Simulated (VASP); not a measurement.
# W: single point with PBE

The system is W.

```xyz
1
Lattice="2.8709 0.0000 0.0000 1.4354 2.4862 0.0000 1.4354 0.8287 2.3440" Properties=species:S:1:pos:R:3 pbc="T T T"
W     0.0000    0.0000    0.0000
```

* Program: VASP 6.6.1
* Task: single point
* Functional: PBE
* Potentials or basis: VASP PAW PBE potentials, release 64 (W_sv)
* Cutoff: 520 eV
* k mesh: 9 × 9 × 9
* Occupations: fermi-dirac, width 0.1 eV
* Spin: no spin polarisation

```
Pressure               : -4.7 GPa
Band gap on the k mesh : zero (band 7 reaches 12.62 eV, above the bottom of band 8 at 9.70 eV)
```

Levels at points of the mesh, in eV from the Fermi level:
```tsv
k point	band 3	band 4	band 5	band 6	band 7	band 8	band 9	band 10	band 11	band 12
(0.00, 0.00, 0.00)	-37.40	-37.40	-8.95	-0.58	-0.58	-0.58	2.46	2.46	12.71	17.83
```

Run time: 16 s on 1 thread of AMD EPYC 7R43 64-Core Processor (Zen 3) (shared host), peak memory 0.1 GiB.

Caveat: spin-orbit coupling is left out, which moves the levels of the heavy elements.
